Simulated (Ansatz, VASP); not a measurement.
## Ta in VASP and in Ansatz

```
Ta
1.0
     4.88469    0.00000    0.00000
    -2.44235    4.23027    0.00000
     0.00000    0.00000    2.74288
Ta
3
Direct
  0.00000 0.00000 0.00000
  0.33333 0.66667 0.50000
  0.66667 0.33333 0.50000
```

Alike in both runs: functional revPBE; k mesh 8 × 8 × 11; occupations fermi-dirac, width 0.1 eV; no spin polarisation.

Ansatz relaxed the structure, and its values are those at the end. VASP's run is a single point on that final structure, the one shown.

```csv
,VASP,Ansatz
version,VASP 6.6.1,Ansatz 0.2.0
potentials or method,"VASP PAW PBE potentials, release 64 (Ta_pv), cutoff 520 eV","plane waves (420 eV) with PAW, scalar-relativistic"
valence electrons in the cell,33,39
```

```csv
,VASP,Ansatz,Ansatz less VASP
pressure (GPa),0.1,0.0,-0.07
```

VASP's potentials were made for PBE, not for revPBE. VASP's potentials hold 33 valence electrons a cell and Ansatz's 39, so a difference there can come from the potentials and not from the codes.

Spin-orbit coupling is off throughout.
